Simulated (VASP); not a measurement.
# Ba (P6_422) in VASP: a series of runs

Ba is run at these levels: PBE; tasks: single point, relaxation of cell and atoms.

Program: VASP 6.6.1. These are calculated values, not measurements. Logs are shortened: lines on timing, memory, paths and dates and some standing lists are left out, and cuts for length are marked.

## Step 1: The cell of the first run

The structure is hexagonal, space group P6_422 (No. 181). The conventional cell has a = 4.396 Å, b = 4.396 Å, c = 11.254 Å, α = 90.00°, β = 90.00°, γ = 120.00°. Within 5.7 Å of Ba (site symmetry 222) lie 14 Ba at 4.35 to 5.34 Å.

The cell was built from a structure type or drawn by symmetry, and may not be a known phase.

## Step 2: Single point, PBE

The input, INCAR:

```
SYSTEM = Ba
  PREC = Accurate
  ENCUT = 520
  EDIFF = 1E-7
  ISMEAR = 0
  SIGMA = 0.1
  LREAL = .FALSE.
  LASPH = .TRUE.
  NELM = 100
  ALGO = Fast
  ISIF = 2
  LWAVE = .FALSE.
  LCHARG = .FALSE.
  GGA = PE
  NBANDS = 22
```

The input, KPOINTS:

```
Automatic mesh
0
G
  6 6 2
  0 0 0
```

The input, POSCAR:

```
Ba
1.0
    4.3958960267      0.0000000000      0.0000000000
   -2.1979480133      3.8069576315      0.0000000000
    0.0000000000      0.0000000000     11.2535062996
Ba
3
Direct
    0.0000000000      0.5000000000      0.8333333333
    0.5000000000      0.0000000000      0.5000000000
    0.5000000000      0.5000000000      0.1666666667
```

Potentials or basis: VASP PAW PBE potentials, release 64 (Ba_sv).

Launch:

```
$ cat potpaw_PBE.64/Ba_sv/POTCAR > POTCAR
$ mpirun -np 1 vasp_std > vasp.out
```

OUTCAR:

```text
SYSTEM = Ba
   PREC = Accurate
   ENCUT = 520
   EDIFF = 1E-7
   ISMEAR = 0
   LREAL = .FALSE.
   LASPH = .TRUE.
   NELM = 100
   ISIF = 2
   GGA = PE

 ion  position               nearest neighbor table
   1  0.000  0.500  0.833-   2 4.35   2 4.35   3 4.35   3 4.35
   2  0.500  0.000  0.500-   3 4.35   3 4.35   1 4.35   1 4.35
   3  0.500  0.500  0.167-   2 4.35   2 4.35   1 4.35   1 4.35

  LATTYP: Found a hexagonal cell.
 ALAT       =     4.3958960267
 C/A-ratio  =     2.5600028370

  Lattice vectors:

 A1 = (   4.3958960267,   0.0000000000,   0.0000000000)
 A2 = (  -2.1979480133,   3.8069576315,   0.0000000000)
 A3 = (   0.0000000000,   0.0000000000,  11.2535062996)

Analysis of symmetry for initial positions (statically):
=====================================================================
 Subroutine PRICEL returns:
 Original cell was already a primitive cell.

 Routine SETGRP: Setting up the symmetry group for a
 hexagonal supercell.

 Subroutine GETGRP returns: Found 12 space group operations
 (whereof  4 operations were pure point group operations)
 out of a pool of 24 trial point group operations.

The static configuration has the point symmetry D_2 .
 The point group associated with its full space group is D_6 .

Analysis of symmetry for dynamics (positions and initial velocities):
=====================================================================
 Subroutine PRICEL returns:
 Original cell was already a primitive cell.

 Routine SETGRP: Setting up the symmetry group for a
 hexagonal supercell.

 Subroutine GETGRP returns: Found 12 space group operations
 (whereof  4 operations were pure point group operations)
 out of a pool of 24 trial point group operations.

The dynamic configuration has the point symmetry D_2 .
 The point group associated with its full space group is D_6 .

 Subroutine INISYM returns: Found 12 space group operations
 (whereof  4 operations are pure point group operations),
 and found     1 'primitive' translations

----------------------------------------------------------------------------------------

                                     Primitive cell

  volume of cell :     188.3273

  direct lattice vectors                    reciprocal lattice vectors
     4.395896027  0.000000000  0.000000000     0.227484907  0.131338472  0.000000000
    -2.197948013  3.806957631  0.000000000     0.000000000  0.262676945  0.000000000
     0.000000000  0.000000000 11.253506300     0.000000000  0.000000000  0.088861193

  length of vectors
[... 74 lines left out ...]
   LREAL  =      F    real-space projection
   EDIFFG = 0.1E-05   stopping-criterion for IOM
   NSW    =      0    number of steps for IOM
   IBRION =     -1    ionic relax: 0-MD 1-quasi-New 2-CG
   NFREE  =      0    steps in history (QN), initial steepest desc. (CG)
   ISIF   =      2    stress and relaxation
   ISYM   =      2    0-nonsym 1-usesym 2-fastsym
   POTIM  = 0.5000    time-step for ionic-motion
   TEBEG  =    0.0;   TEEND  =   0.0 temperature during run
   PSTRESS=    0.0 pullay stress
   NELECT =      30.0000    total number of electrons
   NUPDOWN=      -1.0000    fix difference up-down
   EMIN   =  10.00;   EMAX   =-10.00  energy-range for DOS
   EFERMI =   0.00;   METHOD = LEGACY
   ISMEAR =     0;   SIGMA  =   0.10  broadening in eV -4-tet -1-fermi 0-gaus
   EFERMI_NEDOS =   21; number of points for ismear=-14 and -15
   IALGO  =     68    algorithm
   IMIX   =      4    mixing-type and parameters
     AMIX     =   0.40;   BMIX     =  1.00
     AMIX_MAG =   1.60;   BMIX_MAG =  1.00
  volume/ion in A,a.u.               =      62.78       423.63
  Fermi-wavevector in a.u.,A,eV,Ry     =   0.887451  1.677038 10.715519  0.787568
  Thomas-Fermi vector in A             =   2.008750
   LORBIT       =      0    0 simple, 1 ext, 2 COOP (PROOUT), +10 PAW based schemes
   GGA     = PE    functional components
   LHFCALC =     F    Hartree Fock is set to
   AEXX    =    0.0000 exact exchange contribution
   IVDW    =     0    specifies the selected vdW correction
   LEPSILON=     F    determine dielectric tensor
   LRPA    =     F    only Hartree local field effects (RPA)
 non-spin polarized calculation
 RMM-DIIS sequential band-by-band and
 Gauss-broadening in eV      SIGMA  =   0.10
  energy-cutoff  :      520.00
  volume of cell :      188.33
 maximum number of plane-waves:      5090
 NGX is ok and might be reduce to    36
   NGX = 17   NGY = 17   NGZ = 41

 number of electron      29.9999996 magnetization

 Free energy of the ion-electron system (eV)
  ---------------------------------------------------
  ext. energy  EPLUGINS =         0.00000000
  ---------------------------------------------------
  free energy    TOTEN  =        -5.59703025 eV

  energy without entropy =       -5.57589657  energy(sigma->0) =       -5.58646341

 E-fermi :   1.7152     XC(G=0):  -7.4175

 val. band max:        1.6596256545   @ k =   0.5000  -0.0000   0.0000
 cond. band min:       1.7509538737   @ k =   0.3333   0.3333   0.5000
 fundamental gap:      0.0913282193
 Fermi energy:         1.7152476576

 k-point     1 :       0.0000    0.0000    0.0000
  band No.  band energies     occupation
      1     -27.2435      2.00000
      2     -27.2141      2.00000
      3     -27.2141      2.00000
      4     -12.5476      2.00000
      5     -12.5476      2.00000
      6     -12.2531      2.00000
[... 339 lines left out ...]
     21       2.9135      0.00000
     22       3.6793      0.00000

------------------------ aborting loop because EDIFF is reached ----------------------------------------

  FORCE on cell =-STRESS in cart. coord.  units (eV):
  Direction    XX          YY          ZZ          XY          YZ          ZX
  --------------------------------------------------------------------------------------
  -------------------------------------------------------------------------------------
  Total        0.1444804      0.1444804      0.1225721      0.0000000      0.0000000     -0.0000000
  in kB        1.2291537      1.2291537      1.0427708      0.0000000      0.0000000     -0.0000000
  external PRESSURE =       1.1670260 kB  Pullay stress =       0.0000000 kB

 VOLUME and BASIS-vectors are now :
 -----------------------------------------------------------------------------
  energy-cutoff  :      520.00
  volume of cell :      188.33
      direct lattice vectors                 reciprocal lattice vectors
     4.395896027  0.000000000  0.000000000     0.227484907  0.131338472  0.000000000
    -2.197948013  3.806957631  0.000000000     0.000000000  0.262676945  0.000000000
     0.000000000  0.000000000 11.253506300     0.000000000  0.000000000  0.088861193

 POSITION                                       TOTAL-FORCE (eV/Angst)
 -----------------------------------------------------------------------------------
     -1.09897      1.90348      9.37792        -0.000000     -0.000000      0.000000
      2.19795      0.00000      5.62675        -0.000000      0.000000      0.000000
      1.09897      1.90348      1.87558         0.000000      0.000000     -0.000000
 -----------------------------------------------------------------------------------
    total drift:                               -0.000000      0.000000      0.000000

  FREE ENERGIE OF THE ION-ELECTRON SYSTEM (eV)
  ---------------------------------------------------
  free  energy   TOTEN  =        -5.5970302527 eV

  energy  without entropy=       -5.5758965674  energy(sigma->0) =       -5.58646341
```

OSZICAR:

```text
N       E                     dE             d eps       ncg     rms          rms(c)
DAV:   1     0.235946649087E+03    0.23595E+03   -0.12017E+04   616   0.111E+03
DAV:   2     0.125385810314E+02   -0.22341E+03   -0.21836E+03   842   0.227E+02
DAV:   3    -0.458558123571E+01   -0.17124E+02   -0.16924E+02   852   0.686E+01
DAV:   4    -0.558631084900E+01   -0.10007E+01   -0.99792E+00   984   0.136E+01
DAV:   5    -0.559914331644E+01   -0.12832E-01   -0.12827E-01   796   0.167E+00    0.288E+00
RMM:   6    -0.559626768228E+01    0.28756E-02   -0.11835E-02   677   0.902E-01    0.173E+00
RMM:   7    -0.559582776259E+01    0.43992E-03   -0.25575E-02   713   0.153E+00    0.824E-02
RMM:   8    -0.559690313168E+01   -0.10754E-02   -0.72945E-03   896   0.369E-01    0.560E-02
RMM:   9    -0.559700559074E+01   -0.10246E-03   -0.10406E-03   923   0.106E-01    0.267E-02
RMM:  10    -0.559702101997E+01   -0.15429E-04   -0.24490E-04   897   0.596E-02    0.161E-02
RMM:  11    -0.559702841212E+01   -0.73921E-05   -0.71192E-05   893   0.402E-02    0.344E-03
RMM:  12    -0.559702877983E+01   -0.36771E-06   -0.25961E-05   904   0.187E-02    0.513E-03
RMM:  13    -0.559702945876E+01   -0.67893E-06   -0.70657E-06   934   0.130E-02    0.776E-04
RMM:  14    -0.559702989449E+01   -0.43573E-06   -0.32439E-06   763   0.491E-03    0.803E-04
RMM:  15    -0.559703010881E+01   -0.21432E-06   -0.68023E-07   616   0.285E-03    0.460E-04
RMM:  16    -0.559703023273E+01   -0.12392E-06   -0.33192E-07   567   0.160E-03    0.274E-04
RMM:  17    -0.559703025265E+01   -0.19926E-07   -0.93244E-08   436   0.112E-03
   1 F= -.55970303E+01 E0= -.55864634E+01  d E =-.211337E-01
```

stdout:

```text
POSCAR found type information on POSCAR Ba
 POSCAR found :  1 types and       3 ions
 scaLAPACK will be used
 LDA part: xc-table for (Slater+PW92), standard interpolation
 POSCAR, INCAR and KPOINTS ok, starting setup
 FFT: planning ... GRIDC
 FFT: planning ... GRID_SOFT
 FFT: planning ... GRID
 WAVECAR not read
 entering main loop
WARNING in EDDRMM: call to ZHEGV failed, returncode =   6  3     15
WARNING in EDDRMM: call to ZHEGV failed, returncode =   8  4     19
 num prob WARNING in EDDRMM: call to ZHEGV failed, returncode =   6  3     15
 num prob  num prob  num prob  num prob  num prob  num prob  num prob  num prob  num prob RMM:  15    -0.559703010881E+01   -0.21432E-06   -0.68023E-07   616   0.285E-03    0.460E-04
 num prob  num prob  num prob  num prob  num prob  num prob  num prob  num prob  num prob  num prob  num prob RMM:  16    -0.559703023273E+01   -0.12392E-06   -0.33192E-07   567   0.160E-03    0.274E-04
 num prob  num prob  num prob  num prob  num prob  num prob  num prob  num prob  num prob  num prob RMM:  17    -0.559703025265E+01   -0.19926E-07   -0.93244E-08   436   0.112E-03
```

It took 52 s on 1 thread of AMD EPYC 9R45 (Zen 5), shared host; peak memory 0.28 GiB.

Results:

- Free energy: -5.5970 eV
- Pressure: 0.1 GPa
- Band gap on the k mesh: zero (bands 15 and 16 overlap by 0.45 eV)

Levels at points of the mesh, in eV from the Fermi level:
| k point | band 11 | band 12 | band 13 | band 14 | band 15 | band 16 | band 17 | band 18 | band 19 | band 20 |
| --- | --- | --- | --- | --- | --- | --- | --- | --- | --- | --- |
| (0.00, 0.00, 0.00) | -13.90 | -13.89 | -2.80 | -1.44 | -1.44 | 0.73 | 0.73 | 1.22 | 1.81 | 1.88 |
| (0.50, 0.00, 0.00) | -13.97 | -13.95 | -0.85 | -0.71 | -0.52 | -0.06 | 0.17 | 0.82 | 0.84 | 1.15 |
| (0.00, 0.00, 0.50) | -13.90 | -13.88 | -2.36 | -2.36 | -1.01 | 0.87 | 0.94 | 0.94 | 1.76 | 1.78 |
| (0.50, 0.00, 0.50) | -13.99 | -13.95 | -0.95 | -0.66 | -0.37 | -0.34 | 0.54 | 0.57 | 1.02 | 1.30 |

Caveat: spin-orbit coupling is left out, which moves the levels of the heavy elements.

## Step 3: Relaxation of cell and atoms, PBE

This run uses another cell than the first one, of 58.48 Å³/atom.

The input, INCAR:

```
SYSTEM = Ba
ALGO = Normal
EDIFF = 1E-6
EDIFFG = -0.04
ENCUT = 600
GGA = PE
IBRION = 2
ISIF = 3
ISMEAR = 0
LASPH = .True.
LCHARG = .False.
LREAL = .False.
LWAVE = .False.
NELM = 100
NSW = 90
PREC = Accurate
SIGMA = 0.1
```

The input, KPOINTS:

```
k-points
0
Gamma
  6 6 2
  0 0 0
```

The input, POSCAR:

```
Ba
1.0
    4.2452580405      0.0000000000      0.0000000000
   -2.1226290202      3.6765013087      0.0000000000
    0.0000000000      0.0000000000     11.2407458926
Ba
3
Direct
    0.0000000000      0.5000000000      0.8333333333
    0.5000000000      0.0000000000      0.5000000000
    0.5000000000      0.5000000000      0.1666666667
```

Potentials or basis: VASP PAW PBE potentials, release 64 (Ba_sv).

Launch:

```
$ cat potpaw_PBE.64/Ba_sv/POTCAR > POTCAR
$ mpirun -np 1 vasp_std > vasp.out
```

Wall time 88 s (1 thread of AMD EPYC 9R45 (Zen 5), shared host); peak memory 0.33 GiB.

Results (log left out):

```yaml
Free_energy: -5.5976 eV
Relaxed_volume: 64.02 Å³/atom
Relaxed_cell: a = 4.428 Å, b = 4.428 Å, c = 11.312 Å, α = 90.00°, β = 90.00°, γ = 120.00°
Space_group_after_relaxing_to_0.1_Å: P6_422 (No. 181)
Energy_gained_by_relaxing: 17.0 meV/atom
Ionic_steps: 3
Pressure_after_relaxing: -0.1 GPa
Band_gap_on_the_k_mesh: zero (bands 15 and 16 overlap by 0.43 eV)
```

The path:
| step | energy change (eV) | largest force (eV/Å) | pressure (GPa) | volume (Å³) |
| --- | --- | --- | --- | --- |
| 1 | 0.0000 | 0.0000 | 0.87 | 175.44 |
| 2 | -0.0406 | 0.0000 | 0.37 | 183.56 |
| 3 | -0.0511 | 0.0000 | -0.06 | 192.05 |

Final structure:
```
Ba
1.0
     4.42764    0.00000    0.00000
    -2.21382    3.83445    0.00000
     0.00000    0.00000   11.31221
Ba
3
Direct
  0.00000 0.50000 0.83333
  0.50000 0.00000 0.50000
  0.50000 0.50000 0.16667
```

Levels at points of the mesh, in eV from the Fermi level:
```tsv
k point	band 12	band 13	band 14	band 15	band 16	band 17	band 18	band 19
(0.00, 0.00, 0.00)	-13.94	-2.79	-1.45	-1.45	0.71	0.71	1.21	1.78
(0.50, 0.00, 0.00)	-13.99	-0.83	-0.72	-0.50	-0.05	0.18	0.79	0.81
(0.00, 0.00, 0.50)	-13.93	-2.36	-2.36	-1.01	0.83	0.94	0.94	1.74
(0.50, 0.00, 0.50)	-14.00	-0.95	-0.65	-0.36	-0.32	0.54	0.57	0.96
```

Caveat: spin-orbit coupling is left out, which moves the levels of the heavy elements.

[end of part 1 of 2]
